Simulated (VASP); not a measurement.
A run of VASP 6.6.1:

The input INCAR:

```
SYSTEM = Li32S17
PREC     = Accurate       ! precision mode
ENCUT    = 650            ! plane-wave cutoff, eV
EDIFF    = 1E-6           ! SCF threshold, eV
ISMEAR   = 0              ! smearing method
SIGMA    = 0.01           ! smearing width, eV
LREAL    = Auto         
LASPH    = .True.         ! aspherical terms in the spheres
NELM     = 200            ! most SCF steps
ALGO     = Normal         ! electronic algorithm
ISIF     = 2              ! what is computed and relaxed
LWAVE    = .False.        ! write WAVECAR
LCHARG   = .False.        ! write CHGCAR
ISPIN    = 2              ! spin polarisation
MAGMOM   = 0.077 0 0 0 0 0 0 0 0 0.077 0 0 0.077 0.077 0 0 0.077 0 0.077 0 0 0 0 0 0.077 0 0.077 0 0 0 0 0 0.077 0 0.077 0 0 0 0 0 0 0 0.077 0 0 0 0.077 0 0.077 ! initial moments
LORBIT   = 11             ! projections on sites
GGA      = PS             ! functional
NELECT   = 199.0        
NBANDS   = 133            ! bands
GGA_COMPAT= .False.      
KPAR     = 2            
NCORE    = 2
```

File KPOINTS:

```
Automatic mesh
0
Gamma
  2 2 2
  0.5 0.5 0.5
```

POSCAR

```
Li32S17
1.0
    5.6548817363      5.6548817363      5.6548817363
   -5.6548817363      5.6548817363     -5.6548817363
   -5.6548817363     -5.6548817363      5.6548817363
Li S
32 17
Direct
    0.7430387510     -0.0000000325      0.0035812573
    0.7549769768      0.7488538234      0.2549769768
   -0.0022782618      0.7484410103     -0.0010316516
    0.7525613246      0.5053866740      0.5046779696
    0.0046779696      0.5053866740      0.2525613246
    0.2471747027      0.4946133325     -0.0007086356
    0.7505274480      0.2515590322      0.7492808404
    0.0061231451      0.2511461305      0.5061231451
    0.2492808404      0.2515590322      0.2505274480
    0.4939969312      0.2447516085     -0.0060030688
   -0.0056451621     -0.0000000365      0.7469504602
    0.2469504602     -0.0000000365      0.4943548379
    0.5035812573     -0.0000000325      0.2430387510
    0.2492451794      0.7552483949      0.7492451794
    0.4989683484      0.7484410103      0.4977217382
    0.4992913644      0.4946133325      0.7471747027
    0.2569612165     -0.0000000325     -0.0035812897
    0.2494726619      0.7484410103      0.2507192721
    0.5060032155      0.7552483949      0.0060032155
    0.2474386298      0.4946133325      0.4953219681
    0.5007087044      0.5053866740      0.2528253494
    0.7528253494      0.5053866740      0.0007087044
    0.2450229854      0.2511461305      0.7450229854
    0.5010315842      0.2515590322      0.5022781918
    0.7507546772      0.2447516085      0.2507546772
    0.0022781918      0.2515590322      0.0010315842
    0.4964187103     -0.0000000325      0.7569612165
    0.7530495033     -0.0000000365      0.5056451255
    0.0056451255     -0.0000000365      0.2530495033
    0.7507192721      0.7484410103      0.7494726619
   -0.0061231533      0.7488538234      0.4938768467
   -0.0046780319      0.4946133325      0.7474386298
    0.5031945173      0.2710198426      0.2678253254
    0.5000000143      0.0000000286      0.5000000143
    0.7763374464     -0.0000000105      0.2763374464
    0.4968054929      0.7289802111      0.7321747182
    0.7478844016      0.7489977150      0.5011133135
    0.0011133135      0.7489977150      0.2478844016
    0.5000000076      0.4999999870      0.0000000076
    0.7500000111      0.5000000221      0.7500000111
   -0.0000000206      0.4999999870      0.4999999794
    0.2500000111      0.5000000221      0.2500000111
    0.7678253254      0.2710198426      0.0031945173
   -0.0011132898      0.2510023113      0.7521156011
    0.2521156011      0.2510023113      0.4988867102
    0.0000000143      0.0000000286      0.0000000143
    0.2236625431     -0.0000000105      0.7236625431
    0.2321747182      0.7289802111     -0.0031945071
    0.4999999755     -0.0000000490     -0.0000000245
```

Potentials or basis: VASP PAW PBE potentials, release 64 (Li_sv, S).

Run with:

```console
$ cat potpaw_PBE.64/Li_sv/POTCAR potpaw_PBE.64/S/POTCAR > POTCAR
$ mpirun -np 4 vasp_std > vasp.out
```

Hardware: 4 MPI ranks on Intel(R) Xeon(R) 6975P-C (Granite Rapids), on a shared host.

Question: Estimate the wall time of this run.

Answer: It took 13 min on 4 MPI ranks on Intel(R) Xeon(R) 6975P-C (Granite Rapids), with other jobs on the host, peak memory 1 GiB a rank. Counts: scf iterations 17, k points 3.
